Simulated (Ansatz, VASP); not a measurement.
## TiO2 in VASP and in Ansatz

Contents of INCAR:

```
ALGO = Normal
EDIFF = 1E-6
ENCUT = 520
GGA = PE
ISIF = 2
ISMEAR = 0
LASPH = True
LCHARG = False
LDAU = True
LDAUJ = 0 0
LDAUL = 2 -1
LDAUPRINT = 1
LDAUTYPE = 2
LDAUU = 4 0
LMAXMIX = 4
LREAL = False
LWAVE = False
NBANDS = 33
NELM = 150
PREC = Accurate
SIGMA = 0.05
```

KPOINTS

```
k-points
0
Gamma
  8 8 8
```

POSCAR

```
TiO2
1.0
   -1.8450500000      1.8450500000      4.8899050332
    1.8450500000     -1.8450500000      4.8899050332
    1.8450500000      1.8450500000     -4.8899050332
Ti O
2 4
Direct
    0.0000000000      0.0000000000      0.0000000000
    0.7500000000      0.2500000000      0.5000000000
    0.2052277854      0.2052277854      0.0000000000
    0.9552277854      0.4552277854      0.5000000000
    0.5447722146      0.0447722146      0.5000000000
    0.7947722146      0.7947722146      0.0000000000
```

Input for Ansatz:

```yaml
crystal:
  lattice:
    - [-1.84505, 1.84505, 4.8899050332]
    - [1.84505, -1.84505, 4.8899050332]
    - [1.84505, 1.84505, -4.8899050332]
  atoms:
    - { symbol: Ti, position: [0.0, 0.0, 0.0] }
    - { symbol: Ti, position: [0.75, 0.25, 0.5] }
    - { symbol: O, position: [0.2052277854, 0.2052277854, 0.0] }
    - { symbol: O, position: [0.9552277854, 0.4552277854, 0.5] }
    - { symbol: O, position: [0.5447722146, 0.0447722146, 0.5] }
    - { symbol: O, position: [0.7947722146, 0.7947722146, 0.0] }
basis:
  ecutwfc: 520.0
kpoints:
  mp_grid: { grid: [8, 8, 8] }
hamiltonian:
  xc: pbe
  pseudopotentials: { kind: paw, azcp: { folder: soft_1 } }
  hubbard: { sites: [{ species: Ti, l: d, u_eff: 4.0 }] }
scf:
  occupations: { method: gaussian, width: 0.05 }
output:
  forces: true
  stress: true
  eigenvalues: true
```

Alike in both runs: task single point; functional PBE; k mesh 8 × 8 × 8; occupations gaussian, width 0.05 eV; no spin polarisation; Hubbard terms Ti d U = 4.0 eV.

|  | VASP | Ansatz |
| --- | --- | --- |
| version | VASP 6.6.1 | Ansatz 0.2.0 |
| potentials or method | VASP PAW PBE potentials, release 64 (Ti_sv, O), cutoff 520 eV | scalar-relativistic, plane waves, PAW |
| valence electrons in the cell | 48 | 48 |

|  | VASP | Ansatz | Ansatz less VASP |
| --- | --- | --- | --- |
| gap on the k mesh at the Fermi level (eV) | 2.91 | 2.86 | -0.056 |
| least direct gap on the mesh (eV) | 3.22 | 3.16 | -0.056 |
| pressure (GPa) | 21.1 | 15.8 | -5.33 |
| traceless stress, the component that is largest in VASP (GPa) | -7.37 | -5.88 | +1.490 |
| rms of the force components (eV/Å) | 0.010 | 0.045 | +0.0351 |

The programs project onto different local orbitals, so the same U acts differently, and such runs can settle in different states. Atom by atom the forces differ by 0.056 eV/Å (rms over components).
